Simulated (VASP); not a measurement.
AlNi:

```
Ni Al
1.0
     1.91249   -1.92679    0.00000
     1.91249    1.92679    0.00000
     0.00000    0.00000    3.05754
Ni Al
1 1
Cartesian
  1.9125 0.0000 1.5288
  0.0000 0.0000 0.0000
```

Base run:

| Property | Result |
| --- | --- |
| Program | VASP 6.6.1 |
| Functional | r2SCAN |
| Potentials or basis | VASP PAW PBE potentials, release 64 (Ni, Al) |
| Cutoff | 520 eV |
| k mesh | 10 × 10 × 9 |
| Occupations | fermi-dirac, width 0.05 eV |
| Spin | collinear spin, ferromagnetic start |
| Starting moments | [1.0, 0.0] μB |

Its results: pressure 8.5 GPa; net moment 0.00 μB per cell.

**Question.** The run is repeated on the same cell with these changes: functional from r2SCAN to LDA; potentials or basis from VASP PAW PBE potentials, release 64 (Ni, Al) to VASP PAW LDA potentials, release 64 (Ni, Al). What comes out?

**Answer.** Pressure 2.7 GPa; net moment 0.00 μB per cell.

Caveats: the cell stands under pressure (at least some runs); the PAW data sets were made with another functional, which shifts forces and pressure a little (at least some runs).
